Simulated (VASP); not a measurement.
# C (P6_3mc) in VASP: relaxation of cell and atoms with PBE

Aim: the relaxation of cell and atoms of C with PBE.

All numbers are computed with VASP 6.6.1; they aren't measurements. Logs are shortened: lines on timing, memory, paths and dates and some standing lists are left out, and cuts for length are marked.

### 1 The cell of the first run

Symmetry: P6_3mc, No. 186, hexagonal system. Conventional cell: a = 2.470 Å, b = 2.470 Å, c = 6.790 Å, α = 90.00°, β = 90.00°, γ = 120.00°. Within 1.9 Å of C (site symmetry 3m) lie 3 C at 1.43 Å. C (site symmetry 3m) has 3 C at 1.43 Å within 1.9 Å.

### 2 Relaxation of cell and atoms, PBE

Input file INCAR:

```
PREC = Accurate
ENCUT = 600
EDIFF = 1E-6
ISMEAR = 0
SIGMA = 0.1
LREAL = F
LASPH = T
NELM = 60
ALGO = Normal
ISIF = 3
LWAVE = F
LCHARG = F
GGA = PE
IBRION = 2
NSW = 100
EDIFFG = -0.005
```

Input file KPOINTS:

```
Automatic mesh
0
Gamma
  21 21 6
```

Input file POSCAR:

```
C
1.0
    2.4699988104      0.0000000000      0.0000000000
   -1.2349994052      2.1390817171      0.0000000000
    0.0000000000      0.0000000000      6.7900000000
C
4
Direct
    0.0000000000      0.0000000000      0.0000000000
    0.0000000000      0.0000000000      0.5000000000
    0.3333333333      0.6666666667      0.0050000000
    0.6666666667      0.3333333333      0.5050000000
```

Potentials or basis: VASP PAW PBE potentials, release 64 (C).

Run with:

```
$ cat potpaw_PBE.64/C/POTCAR > POTCAR
$ mpirun -np 1 vasp_std > vasp.out
```

OUTCAR:

```text
PREC = Accurate
   ENCUT = 600
   EDIFF = 1E-6
   ISMEAR = 0
   LREAL = F
   LASPH = T
   NELM = 60
   ISIF = 3
   GGA = PE
   IBRION = 2
   NSW = 100
   EDIFFG = -0.005

 ion  position               nearest neighbor table
   1  0.000  0.000  0.000-   3 1.43   3 1.43   3 1.43
   2  0.000  0.000  0.500-   4 1.43   4 1.43   4 1.43
   3  0.333  0.667  0.005-   1 1.43   1 1.43   1 1.43
   4  0.667  0.333  0.505-   2 1.43   2 1.43   2 1.43

  LATTYP: Found a hexagonal cell.
 ALAT       =     2.4699988104
 C/A-ratio  =     2.7489891782

  Lattice vectors:

 A1 = (   2.4699988104,   0.0000000000,   0.0000000000)
 A2 = (  -1.2349994052,   2.1390817171,   0.0000000000)
 A3 = (   0.0000000000,   0.0000000000,   6.7900000000)

Analysis of symmetry for initial positions (statically):
=====================================================================
 Subroutine PRICEL returns:
 Original cell was already a primitive cell.

 Routine SETGRP: Setting up the symmetry group for a
 hexagonal supercell.

 Subroutine GETGRP returns: Found 12 space group operations
 (whereof  6 operations were pure point group operations)
 out of a pool of 24 trial point group operations.

The static configuration has the point symmetry C_3v.
 The point group associated with its full space group is C_6v.

Analysis of symmetry for dynamics (positions and initial velocities):
=====================================================================
 Subroutine PRICEL returns:
 Original cell was already a primitive cell.

 Routine SETGRP: Setting up the symmetry group for a
 hexagonal supercell.

 Subroutine GETGRP returns: Found 12 space group operations
 (whereof  6 operations were pure point group operations)
 out of a pool of 24 trial point group operations.

The dynamic configuration has the point symmetry C_3v.
 The point group associated with its full space group is C_6v.

 Subroutine INISYM returns: Found 12 space group operations
 (whereof  6 operations are pure point group operations),
 and found     1 'primitive' translations

----------------------------------------------------------------------------------------

                                     Primitive cell

  volume of cell :      35.8752

  direct lattice vectors                    reciprocal lattice vectors
     2.469998810  0.000000000  0.000000000     0.404858495  0.233745161  0.000000000
    -1.234999405  2.139081717  0.000000000     0.000000000  0.467490322  0.000000000
     0.000000000  0.000000000  6.790000000     0.000000000  0.000000000  0.147275405

[... 89 lines left out ...]
   EDIFFG = -.5E-02   stopping-criterion for IOM
   NSW    =    100    number of steps for IOM
   IBRION =      2    ionic relax: 0-MD 1-quasi-New 2-CG
   NFREE  =      1    steps in history (QN), initial steepest desc. (CG)
   ISIF   =      3    stress and relaxation
   ISYM   =      2    0-nonsym 1-usesym 2-fastsym
   POTIM  = 0.5000    time-step for ionic-motion
   TEBEG  =    0.0;   TEEND  =   0.0 temperature during run
   PSTRESS=    0.0 pullay stress
   NELECT =      16.0000    total number of electrons
   NUPDOWN=      -1.0000    fix difference up-down
   EMIN   =  10.00;   EMAX   =-10.00  energy-range for DOS
   EFERMI =   0.00;   METHOD = LEGACY
   ISMEAR =     0;   SIGMA  =   0.10  broadening in eV -4-tet -1-fermi 0-gaus
   EFERMI_NEDOS =   21; number of points for ismear=-14 and -15
   IALGO  =     38    algorithm
   IMIX   =      4    mixing-type and parameters
     AMIX     =   0.40;   BMIX     =  1.00
     AMIX_MAG =   1.60;   BMIX_MAG =  1.00
  volume/ion in A,a.u.               =       8.97        60.52
  Fermi-wavevector in a.u.,A,eV,Ry     =   1.250787  2.363646 21.285898  1.564469
  Thomas-Fermi vector in A             =   2.384765
   LORBIT       =      0    0 simple, 1 ext, 2 COOP (PROOUT), +10 PAW based schemes
   GGA     = PE    functional components
   LHFCALC =     F    Hartree Fock is set to
   AEXX    =    0.0000 exact exchange contribution
   IVDW    =     0    specifies the selected vdW correction
   LEPSILON=     F    determine dielectric tensor
   LRPA    =     F    only Hartree local field effects (RPA)
 conjugate gradient relaxation of ions
 non-spin polarized calculation
 Gauss-broadening in eV      SIGMA  =   0.10
  energy-cutoff  :      600.00
  volume of cell :       35.88
 maximum number of plane-waves:      1224
 NGX is ok and might be reduce to    20
   NGX =  9   NGY =  9   NGZ = 27

--------------------------------------- Ionic step        1  -------------------------------------------

 number of electron      16.0000001 magnetization

 Free energy of the ion-electron system (eV)
  ---------------------------------------------------
  ext. energy  EPLUGINS =         0.00000000
  ---------------------------------------------------
  free energy    TOTEN  =       -36.84338152 eV

  energy without entropy =      -36.84278999  energy(sigma->0) =      -36.84308576

------------------------ aborting loop because EDIFF is reached ----------------------------------------

  FORCE on cell =-STRESS in cart. coord.  units (eV):
  Direction    XX          YY          ZZ          XY          YZ          ZX
  --------------------------------------------------------------------------------------
  -------------------------------------------------------------------------------------
  Total       -0.4238914     -0.4238914      0.5883229     -0.0000000      0.0000000      0.0000000
  in kB      -18.9309024    -18.9309024     26.2743781     -0.0000000      0.0000000      0.0000000
  external PRESSURE =      -3.8624756 kB  Pullay stress =       0.0000000 kB
[... 824 lines left out ...]
      1     -14.1910      2.00000
      2     -14.0649      2.00000
      3      -3.2961      2.00000
      4      -3.2627      2.00000
      5      -2.4893      2.00000
      6      -1.6332      2.00000
      7      -1.6132      2.00000
      8      -1.3874      2.00000
      9       9.4369      0.00000
     10      11.0163      0.00000
     11      11.2874      0.00000
     12      12.7396      0.00000

 [... further k-points ...]

[... ionic steps 4 to 36 ...]

--------------------------------------- Ionic step       37  -------------------------------------------

 number of electron      16.0000000 magnetization

------------------------ aborting loop because EDIFF is reached ----------------------------------------
[... 71 lines left out ...]
--------------------------------------- Ionic step       39  -------------------------------------------

 number of electron      16.0000000 magnetization

 Free energy of the ion-electron system (eV)
  ---------------------------------------------------
  ext. energy  EPLUGINS =         0.00000000
  ---------------------------------------------------
  free energy    TOTEN  =       -36.90316169 eV

  energy without entropy =      -36.90251398  energy(sigma->0) =      -36.90283783

 E-fermi :   3.3177     XC(G=0):  -9.1895

 val. band max:        3.3167320353   @ k =   0.3333   0.3333   0.1667
 cond. band min:       3.3186965707   @ k =   0.3333   0.3333   0.3333
 fundamental gap:      0.0019645354
 Fermi energy:         3.3176570777
[... 391 lines left out ...]
  FREE ENERGIE OF THE ION-ELECTRON SYSTEM (eV)
  ---------------------------------------------------
  free  energy   TOTEN  =       -36.9031616865 eV

  energy  without entropy=      -36.9025139805  energy(sigma->0) =      -36.90283783

 reached required accuracy - stopping structural energy minimisation
```

It took 17 min on 1 thread of Intel Xeon Platinum 8259CL at 2.50GHz (Skylake/Cascade Lake), shared host; peak memory 0.23 GiB.

Results:

```yaml
Free_energy: -36.9032 eV
Relaxed_volume: 10.44 Å³/atom
Relaxed_cell: a = 2.467 Å, b = 2.467 Å, c = 7.926 Å, α = 90.00°, β = 90.00°, γ = 120.00°
Space_group_after_relaxing_to_0.1_Å: P6_3/mmc (No. 194)
Energy_gained_by_relaxing: 14.9 meV/atom
Ionic_steps: 39
Pressure_after_relaxing: 0.0 GPa
Band_gap_on_the_k_mesh: zero (filled and empty bands overlap)
```

Forces on the atoms (eV/Å):
```
C    0.000  0.000  0.002
C    0.000  0.000  0.002
C    0.000  0.000 -0.002
C    0.000  0.000 -0.002
```

The path:
| step | energy change (eV) | largest force (eV/Å) | pressure (GPa) | volume (Å³) |
| --- | --- | --- | --- | --- |
| 1 | 0.0000 | 0.5680 | -0.39 | 35.88 |
| 2 | -0.0132 | 0.3508 | 3.77 | 35.76 |
| 3 | -0.0219 | 0.0014 | 2.18 | 35.81 |
| 4 | -0.0240 | 0.1089 | -1.31 | 36.38 |
| 5 | -0.0246 | 0.0739 | -0.23 | 36.20 |
| 6 | -0.0287 | 0.0662 | -0.21 | 36.46 |
| 7 | -0.0388 | 0.0425 | -0.11 | 37.26 |
| 8 | -0.0517 | 0.0069 | 0.15 | 38.84 |
| 9 | -0.0587 | 0.1139 | 0.66 | 42.00 |
| 10 | -0.0454 | 0.2521 | -3.80 | 43.86 |
| 11 | -0.0595 | 0.0382 | -0.21 | 42.35 |
| 12 | -0.0595 | 0.0409 | -0.18 | 42.34 |
| 13 | -0.0590 | 0.0646 | 0.74 | 42.15 |
| 14 | -0.0596 | 0.0076 | 0.11 | 42.28 |
| 15 | -0.0595 | 0.0357 | -0.43 | 42.30 |
| 16 | -0.0596 | 0.0045 | -0.05 | 42.28 |
| 17 | -0.0596 | 0.0002 | -0.06 | 42.26 |
| 18 | -0.0597 | 0.0125 | -0.12 | 42.20 |
| 19 | -0.0597 | 0.0123 | -0.14 | 42.19 |
| 20 | -0.0597 | 0.0115 | -0.09 | 42.16 |
| 21 | -0.0597 | 0.0101 | 0.02 | 42.11 |
| 22 | -0.0597 | 0.0071 | 0.20 | 42.00 |
| 23 | -0.0597 | 0.0081 | 0.11 | 42.04 |
| 24 | -0.0597 | 0.0076 | 0.16 | 42.02 |
| 25 | -0.0597 | 0.0065 | 0.16 | 42.01 |
| 26 | -0.0598 | 0.0032 | 0.18 | 41.96 |
| 27 | -0.0598 | 0.0033 | 0.11 | 41.88 |
| 28 | -0.0597 | 0.0164 | 0.14 | 41.72 |
| 29 | -0.0598 | 0.0119 | 0.11 | 41.78 |
| 30 | -0.0598 | 0.0131 | 0.15 | 41.76 |
| 31 | -0.0598 | 0.0122 | 0.13 | 41.77 |
| 32 | -0.0598 | 0.0085 | 0.04 | 41.77 |
| 33 | -0.0598 | 0.0063 | -0.02 | 41.78 |
| 34 | -0.0598 | 0.0066 | -0.01 | 41.77 |
| 35 | -0.0598 | 0.0076 | 0.03 | 41.77 |
| 36 | -0.0598 | 0.0081 | 0.03 | 41.77 |
| 37 | -0.0598 | 0.0077 | 0.01 | 41.77 |
| 38 | -0.0598 | 0.0052 | 0.03 | 41.78 |
| 39 | -0.0598 | 0.0023 | 0.03 | 41.78 |

Final structure:
```yaml
crystal:
  lattice:
    - [2.46702, 0.00000, 0.00000]
    - [-1.23351, 2.13650, 0.00000]
    - [0.00000, 0.00000, 7.92635]
  atoms:
    - { symbol: C, position: [0.00000, 0.00000, 0.00249] }
    - { symbol: C, position: [0.00000, 0.00000, 0.50249] }
    - { symbol: C, position: [0.33333, 0.66667, 0.00251] }
    - { symbol: C, position: [0.66667, 0.33333, 0.50251] }
```

Caveat: the volume moved by over 15 % at a fixed basis, so the end points are rough; this functional lacks dispersion, which binds layers or chains, so the pressure and a relaxed spacing across them are unreliable. PBE usually gives volumes a little too large and moduli too small.
